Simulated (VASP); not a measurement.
Write the native input for VASP 6.6.1 that does the following.

- Task: single point
- Functional: PBEsol
- Potentials or basis: VASP PAW PBE potentials, release 64 (Rb_sv, Br)
- Cutoff: 520 eV
- k mesh: 6 × 6 × 6
- Occupations: gaussian, width 0.05 eV
- Spin: no spin polarisation
- Dipole correction: no
- Further INCAR settings: ALGO = Normal; EDIFF = 1e-06; NBANDS = 15

The structure of RbBr lies in POSCAR:

```
RbBr
1.0
    0.0000000000      3.4275000000      3.4275000000
    3.4275000000      0.0000000000      3.4275000000
    3.4275000000      3.4275000000      0.0000000000
Rb Br
1 1
Direct
    0.0000000000      0.0000000000      0.0000000000
    0.5000000000      0.5000000000      0.5000000000
```

The input as run:

INCAR

```
SYSTEM = RbBr
ALGO = Normal ; EDIFF = 1E-6
ENCUT = 520 ; GGA = PS
ISIF = 2 ; ISMEAR = 0
LASPH = .TRUE. ; LCHARG = .FALSE.
LREAL = .FALSE. ; LWAVE = .FALSE.
NBANDS = 15 ; NELM = 80
PREC = Accurate ; SIGMA = 0.05
```

KPOINTS

```
k-points
0
G
  6 6 6
  0 0 0
```

Potentials or basis: VASP PAW PBE potentials, release 64 (Rb_sv, Br).

Command:

```sh
$ cat potpaw_PBE.64/Rb_sv/POTCAR potpaw_PBE.64/Br/POTCAR > POTCAR
$ mpirun -np 1 vasp_std > vasp.out
```

It gave:

| Property | Result |
| --- | --- |
| Pressure | 0.0 GPa |
| Band gap on the k mesh | 4.21 eV, direct |

Caveat: the PAW data sets were made with another functional, which shifts forces and pressure a little.

Run time: 16 s on 1 thread of Intel(R) Xeon(R) Platinum 8375C CPU @ 2.90GHz (Ice Lake), on a shared host, peak memory 0.2 GiB.
